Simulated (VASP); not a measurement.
Input of a VASP 6.6.1 run:

INCAR

```
PREC     = Accurate       # precision mode
ENCUT    = 750            # plane-wave cutoff, eV
EDIFF    = 1E-6           # SCF threshold, eV
ISMEAR   = -1             # smearing method
SIGMA    = 0.1            # smearing width, eV
LREAL    = F              # projectors in reciprocal space
LASPH    = T              # aspherical terms in the spheres
NELM     = 120            # most SCF steps
ALGO     = Normal         # electronic algorithm
ISIF     = 2              # what is computed and relaxed
LWAVE    = F              # write WAVECAR
LCHARG   = F              # write CHGCAR
GGA      = PE             # functional
NBANDS   = 13             # bands
GGA_COMPAT= F
```

Contents of KPOINTS:

```
Automatic mesh
0
Gamma
  5 5 5
```

The input POSCAR:

```
Li2S
1.0
    0.0000000000      2.9191710000      2.9191710000
    2.9191710000      0.0000000000      2.9191710000
    2.9191710000      2.9191710000      0.0000000000
Li S
2 1
Direct
    0.2500000000      0.2500000000      0.2500000000
    0.7500000000      0.7500000000      0.7500000000
    0.0000000000      0.0000000000      0.0000000000
```

Potentials or basis: VASP PAW PBE potentials, release 64 (Li_sv, S).

Run with:

```sh
$ cat potpaw_PBE.64/Li_sv/POTCAR potpaw_PBE.64/S/POTCAR > POTCAR
$ mpirun -np 1 vasp_std > vasp.out
```

Task: Predict the band gap on the k mesh.

Result: 3.69 eV (least direct gap 3.91 eV).

Task: Predict the pressure.

Result: -2.6 GPa.

Caveat: an odd mesh through Γ misses points on the zone boundary, where band edges can lie.
